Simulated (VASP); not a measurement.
Input of a VASP 6.6.1 run:

INCAR

```
SYSTEM = Mo6CO
ALGO = Normal
DIPOL = 0.5 0.5 0.330
EDIFF = 1E-6
ENCUT = 520
GGA = PE
IDIPOL = 3
ISIF = 2
ISMEAR = 0
LASPH = .TRUE.
LCHARG = .FALSE.
LDIPOL = .TRUE.
LREAL = .FALSE.
LWAVE = .FALSE.
NBANDS = 57
NELM = 100
PREC = Accurate
SIGMA = 0.1
```

File KPOINTS:

```
k-points
0
G
  6 6 1
  0 0 0
```

POSCAR

```
Mo6CO
1.0
    4.4695765303      0.0000000000      0.0000000000
   -2.2347882651      3.8707668194      0.0000000000
    0.0000000000      0.0000000000     22.2595667262
Mo C O
6 1 1
Direct
    0.6666666667      0.3333333333      0.1796980170
    0.3333333333      0.6666666667      0.2206848206
    0.0000000000      0.0000000000      0.2616716241
    0.6666666667      0.3333333333      0.2990464568
    0.3333333333      0.6666666667      0.3355219825
    0.0000000000      0.0000000000      0.3710569405
    0.1666666667      0.3333333333      0.4636014193
    0.2415872221      0.4831744442      0.5087321031
```

Potentials or basis: VASP PAW PBE potentials, release 64 (Mo_sv, C, O).

Run with:

```sh
$ cat potpaw_PBE.64/Mo_sv/POTCAR potpaw_PBE.64/C/POTCAR potpaw_PBE.64/O/POTCAR > POTCAR
$ mpirun -np 1 vasp_std > vasp.out
```

What does it give for the largest force?

2.217 eV/Å.

Predict the band gap on the k mesh.

zero (filled and empty bands touch).

Forces in eV/Å, atoms in the order of the input:
```
Mo   0.000 -0.045  1.510
Mo   0.000 -0.026 -0.222
Mo   0.000  0.111 -2.054
Mo   0.000  0.120 -0.590
Mo   0.000  0.138  0.420
Mo   0.000  0.287  2.199
C    0.000 -0.341 -1.081
O    0.000 -0.243 -0.182
```
